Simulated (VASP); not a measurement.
# HfN (Fm-3m) in VASP: a series of runs, part 2 of 2

VASP 6.6.1. Earlier steps stand in the parts before.

## 3. Single point, PBEsol (strain +0.050 along x and y, +0.050 along z)

Input file INCAR:

```
SYSTEM = HfN
PREC = Accurate ; ENCUT = 600
EDIFF = 1E-6 ; ISMEAR = 0
SIGMA = 0.15 ; LREAL = .FALSE.
LASPH = .TRUE. ; NELM = 120
ALGO = Normal ; ISIF = 2
LWAVE = .FALSE. ; LCHARG = .FALSE.
GGA = PS ; NBANDS = 14
GGA_COMPAT = .FALSE.
```

Input file KPOINTS:

```
Automatic mesh
0
G
  22 22 22
  0 0 0
```

Input file POSCAR:

```
HfN
1.0
    0.0000000000      2.3633145458      2.3633145458
    2.3633145458      0.0000000000      2.3633145458
    2.3633145458      2.3633145458      0.0000000000
Hf N
1 1
Direct
    0.0000000000      0.0000000000      0.0000000000
    0.5000000000      0.5000000000      0.5000000000
```

Potentials or basis: VASP PAW PBE potentials, release 64 (Hf_pv, N).

Run with:

```
$ cat potpaw_PBE.64/Hf_pv/POTCAR potpaw_PBE.64/N/POTCAR > POTCAR
$ mpirun -np 1 vasp_std > vasp.out
```

OUTCAR:

```text
SYSTEM = HfN
   PREC = Accurate
   ENCUT = 600
   EDIFF = 1E-6
   ISMEAR = 0
   LREAL = .FALSE.
   LASPH = .TRUE.
   NELM = 120
   ISIF = 2
   GGA = PS

 ion  position               nearest neighbor table
   1  0.000  0.000  0.000-   2 2.36   2 2.36   2 2.36   2 2.36   2 2.36   2 2.36
   2  0.500  0.500  0.500-   1 2.36   1 2.36   1 2.36   1 2.36   1 2.36   1 2.36

  LATTYP: Found a face centered cubic cell.
 ALAT       =     4.7266290916

  Lattice vectors:

 A1 = (   0.0000000000,   2.3633145458,   2.3633145458)
 A2 = (   2.3633145458,   0.0000000000,   2.3633145458)
 A3 = (   2.3633145458,   2.3633145458,   0.0000000000)

Analysis of symmetry for initial positions (statically):
=====================================================================
 Subroutine PRICEL returns:
 Original cell was already a primitive cell.

 Routine SETGRP: Setting up the symmetry group for a
 face centered cubic supercell.

 Subroutine GETGRP returns: Found 48 space group operations
 (whereof 48 operations were pure point group operations)
 out of a pool of 48 trial point group operations.

The static configuration has the point symmetry O_h .

Analysis of symmetry for dynamics (positions and initial velocities):
=====================================================================
 Subroutine PRICEL returns:
 Original cell was already a primitive cell.

 Routine SETGRP: Setting up the symmetry group for a
 face centered cubic supercell.

 Subroutine GETGRP returns: Found 48 space group operations
 (whereof 48 operations were pure point group operations)
 out of a pool of 48 trial point group operations.

The dynamic configuration has the point symmetry O_h .

 Subroutine INISYM returns: Found 48 space group operations
 (whereof 48 operations are pure point group operations),
 and found     1 'primitive' translations

----------------------------------------------------------------------------------------

                                     Primitive cell

  volume of cell :      26.3994

  direct lattice vectors                    reciprocal lattice vectors
     0.000000000  2.363314546  2.363314546    -0.211567267  0.211567267  0.211567267
     2.363314546  0.000000000  2.363314546     0.211567267 -0.211567267  0.211567267
     2.363314546  2.363314546  0.000000000     0.211567267  0.211567267 -0.211567267

  length of vectors
     3.342231483  3.342231483  3.342231483     0.366445256  0.366445256  0.366445256

  position of ions in fractional coordinates (direct lattice)
     0.000000000  0.000000000  0.000000000
     0.500000000  0.500000000  0.500000000

  ion indices of the primitive-cell ions
   primitive index   ion index
                 1           1
                 2           2

----------------------------------------------------------------------------------------

 KPOINTS: Automatic mesh

Automatic generation of k-mesh.
 Grid dimensions read from file:
 generate k-points for:   22   22   22

 Generating k-lattice:

  Cartesian coordinates                     Fractional coordinates (reciprocal lattice)
    -0.009616694  0.009616694  0.009616694     0.045454545  0.000000000  0.000000000
     0.009616694 -0.009616694  0.009616694     0.000000000  0.045454545  0.000000000
     0.009616694  0.009616694 -0.009616694     0.000000000  0.000000000  0.045454545

  Length of vectors
     0.016656603  0.016656603  0.016656603

  Shift w.r.t. Gamma in fractional coordinates (k-lattice)
     0.000000000  0.000000000  0.000000000

 Subroutine IBZKPT returns following result:
 ===========================================

 Found    328 irreducible k-points:

 Following reciprocal coordinates:
            Coordinates               Weight
  0.000000  0.000000  0.000000      1.000000
  0.045455  0.000000  0.000000      8.000000
  0.090909  0.000000  0.000000      8.000000
  0.136364  0.000000  0.000000      8.000000
  0.181818  0.000000  0.000000      8.000000
  0.227273  0.000000  0.000000      8.000000
[... 16 lines left out ...]
  0.500000  0.045455  0.000000     24.000000
 -0.454545  0.045455  0.000000     24.000000
 [... further k-points ...]
   k-points           NKPTS =    328   k-points in BZ     NKDIM =    328   number of bands    NBANDS=     14
   number of dos      NEDOS =    301   number of ions     NIONS =      2
   total plane-waves  NPLWV =  21952
   dimension x,y,z NGX =    28 NGY =   28 NGZ =   28
   dimension x,y,z NGXF=    56 NGYF=   56 NGZF=   56
   ions per type =               1   1
   NGX,Y,Z   is equivalent  to a cutoff of  13.93, 13.93, 13.93 a.u.
   NGXF,Y,Z  is equivalent  to a cutoff of  27.85, 27.85, 27.85 a.u.
 SYSTEM =  HfN
   PREC   = accura    normal or accurate (medium, high low for compatibility)
   ISTART =      0    job   : 0-new  1-cont  2-samecut
   ICHARG =      2    charge: 1-file 2-atom 10-const
   ISPIN  =      1    spin polarized calculation?
   LNONCOLLINEAR =      F non collinear calculations
   LSORBIT =      F    spin-orbit coupling
   LASPH  =      T    aspherical Exc in radial PAW
   ENCUT  =  600.0 eV  44.10 Ry    6.64 a.u.   6.68  6.68  6.68*2*pi/ulx,y,z
   NELM   =    120;   NELMIN=  2; NELMDL= -5     # of ELM steps
   EDIFF  = 0.1E-05   stopping-criterion for ELM
   LREAL  =      F    real-space projection
   EDIFFG = 0.1E-04   stopping-criterion for IOM
   NSW    =      0    number of steps for IOM
   IBRION =     -1    ionic relax: 0-MD 1-quasi-New 2-CG
   NFREE  =      0    steps in history (QN), initial steepest desc. (CG)
   ISIF   =      2    stress and relaxation
   ISYM   =      2    0-nonsym 1-usesym 2-fastsym
   POTIM  = 0.5000    time-step for ionic-motion
   TEBEG  =    0.0;   TEEND  =   0.0 temperature during run
   PSTRESS=    0.0 pullay stress
   NELECT =      15.0000    total number of electrons
   NUPDOWN=      -1.0000    fix difference up-down
   EMIN   =  10.00;   EMAX   =-10.00  energy-range for DOS
   EFERMI =   0.00;   METHOD = LEGACY
   ISMEAR =     0;   SIGMA  =   0.15  broadening in eV -4-tet -1-fermi 0-gaus
   EFERMI_NEDOS =   21; number of points for ismear=-14 and -15
   IALGO  =     38    algorithm
   IMIX   =      4    mixing-type and parameters
     AMIX     =   0.40;   BMIX     =  1.00
     AMIX_MAG =   1.60;   BMIX_MAG =  1.00
  volume/ion in A,a.u.               =      13.20        89.08
  Fermi-wavevector in a.u.,A,eV,Ry     =   1.355940  2.562355 25.015299  1.838573
  Thomas-Fermi vector in A             =   2.482985
   LORBIT       =      0    0 simple, 1 ext, 2 COOP (PROOUT), +10 PAW based schemes
   GGA     = PS    functional components
   LHFCALC =     F    Hartree Fock is set to
   AEXX    =    0.0000 exact exchange contribution
   IVDW    =     0    specifies the selected vdW correction
   LEPSILON=     F    determine dielectric tensor
   LRPA    =     F    only Hartree local field effects (RPA)
 non-spin polarized calculation
 Gauss-broadening in eV      SIGMA  =   0.15
  energy-cutoff  :      600.00
  volume of cell :       26.40
 maximum number of plane-waves:       905
   NGX = 13   NGY = 13   NGZ = 13

 number of electron      14.9999999 magnetization

 Free energy of the ion-electron system (eV)
  ---------------------------------------------------
  ext. energy  EPLUGINS =         0.00000000
  ---------------------------------------------------
  free energy    TOTEN  =       -22.56801124 eV

  energy without entropy =      -22.56024518  energy(sigma->0) =      -22.56412821

 E-fermi :   7.0187     XC(G=0): -12.2001

 val. band max:        7.0153224597   @ k =  -0.0909   0.0909   0.0000
 cond. band min:       7.0216618109   @ k =   0.3182   0.0909   0.0000
 fundamental gap:      0.0063393512
 Fermi energy:         7.0186934495

 k-point     1 :       0.0000    0.0000    0.0000
  band No.  band energies     occupation
      1     -24.5466      2.00000
      2     -24.5466      2.00000
      3     -24.5466      2.00000
      4      -9.6011      2.00000
      5       4.2234      2.00000
      6       4.2234      2.00000
      7       4.2234      2.00000
      8       6.7251      1.99436
      9       6.7251      1.99436
     10       6.7251      1.99436
     11       7.6543      0.00000
     12       8.6602      0.00000
     13       8.6602      0.00000
     14      16.2557      0.00000
[... 375 lines left out ...]
 k-point    24 :      -0.4545    0.0455    0.0000
  band No.  band energies     occupation
      1     -25.1124      2.00000
      2     -24.6127      2.00000
      3     -24.6039      2.00000
      4      -7.5572      2.00000
      5      -1.0085      2.00000
      6       1.5338      2.00000
      7       1.5579      2.00000
      8       9.4978      0.00000
      9       9.9334      0.00000
     10       9.9860      0.00000
     11      11.1700      0.00000
     12      14.1836      0.00000
     13      14.3784      0.00000
     14      16.9165      0.00000

 [... further k-points ...]
[... 5 lines left out ...]
  --------------------------------------------------------------------------------------
  -------------------------------------------------------------------------------------
  Total       -5.3142367     -5.3142367     -5.3142367     -0.0000000     -0.0000000     -0.0000000
  in kB     -322.5201847   -322.5201847   -322.5201847     -0.0000000     -0.0000000     -0.0000000
  external PRESSURE =    -322.5201847 kB  Pullay stress =       0.0000000 kB

 VOLUME and BASIS-vectors are now :
 -----------------------------------------------------------------------------
  energy-cutoff  :      600.00
  volume of cell :       26.40
      direct lattice vectors                 reciprocal lattice vectors
     0.000000000  2.363314546  2.363314546    -0.211567267  0.211567267  0.211567267
     2.363314546  0.000000000  2.363314546     0.211567267 -0.211567267  0.211567267
     2.363314546  2.363314546  0.000000000     0.211567267  0.211567267 -0.211567267

 POSITION                                       TOTAL-FORCE (eV/Angst)
 -----------------------------------------------------------------------------------
      0.00000      0.00000      0.00000         0.000000      0.000000     -0.000000
      2.36331      2.36331      2.36331        -0.000000     -0.000000      0.000000
 -----------------------------------------------------------------------------------
    total drift:                                0.000000      0.000000      0.000000

  FREE ENERGIE OF THE ION-ELECTRON SYSTEM (eV)
  ---------------------------------------------------
  free  energy   TOTEN  =       -22.5680112415 eV

  energy  without entropy=      -22.5602451789  energy(sigma->0) =      -22.56412821
```

OSZICAR:

```text
N       E                     dE             d eps       ncg     rms          rms(c)
DAV:   1     0.423908913239E+02    0.42391E+02   -0.83451E+03  9184   0.111E+03
DAV:   2    -0.228110912968E+02   -0.65202E+02   -0.60780E+02 12310   0.253E+02
DAV:   3    -0.253486790812E+02   -0.25376E+01   -0.25210E+01 10840   0.412E+01
DAV:   4    -0.253611669404E+02   -0.12488E-01   -0.12484E-01 10786   0.328E+00
DAV:   5    -0.253612627587E+02   -0.95818E-04   -0.95816E-04 10700   0.259E-01    0.385E+01
DAV:   6    -0.227703993777E+02    0.25909E+01   -0.80154E+00 10354   0.210E+01    0.343E+01
DAV:   7    -0.226164746527E+02    0.15392E+00   -0.52742E-01 10918   0.623E+00    0.232E+01
DAV:   8    -0.225811592935E+02    0.35315E-01   -0.24863E-01 10294   0.407E+00    0.631E+00
DAV:   9    -0.225681403890E+02    0.13019E-01   -0.35022E-02  9928   0.148E+00    0.202E+00
DAV:  10    -0.225680507875E+02    0.89601E-04   -0.12839E-03 12336   0.324E-01    0.511E-01
DAV:  11    -0.225680120484E+02    0.38739E-04   -0.74746E-05 11314   0.804E-02    0.904E-02
DAV:  12    -0.225680112415E+02    0.80693E-06   -0.79992E-06 11620   0.235E-02
   1 F= -.22568011E+02 E0= -.22564128E+02  d E =-.776606E-02
```

stdout:

```text
POSCAR found type information on POSCAR HfN
 POSCAR found :  2 types and       2 ions
 scaLAPACK will be used
 -----------------------------------------------------------------------------
|                                                                             |
|                                                                             |
|     You enforced a specific xc type in the INCAR file but a different       |
|     I HOPE YOU KNOW WHAT YOU ARE DOING!                                     |
|                                                                             |
 -----------------------------------------------------------------------------

 LDA part: xc-table for (Slater+PW92), standard interpolation
 POSCAR, INCAR and KPOINTS ok, starting setup
 FFT: planning ... GRIDC
 FFT: planning ... GRID_SOFT
 FFT: planning ... GRID
 WAVECAR not read
 entering main loop
```

Wall time 50 s (1 thread of Intel Xeon 6975P-C (Granite Rapids), shared host); peak memory 0.28 GiB.

Results:

```
Free energy            : -22.5680 eV
Pressure               : -32.3 GPa
Band gap on the k mesh : zero (an odd number of electrons rules out a gap without spin polarisation)
```

Caveat: the cell differs from its parent crystal (strain +0.050 along x and y, +0.050 along z); the cell stands under tension; the PAW data sets were made with another functional, which shifts forces and pressure a little; spin-orbit coupling is left out, which moves the levels of the heavy elements.
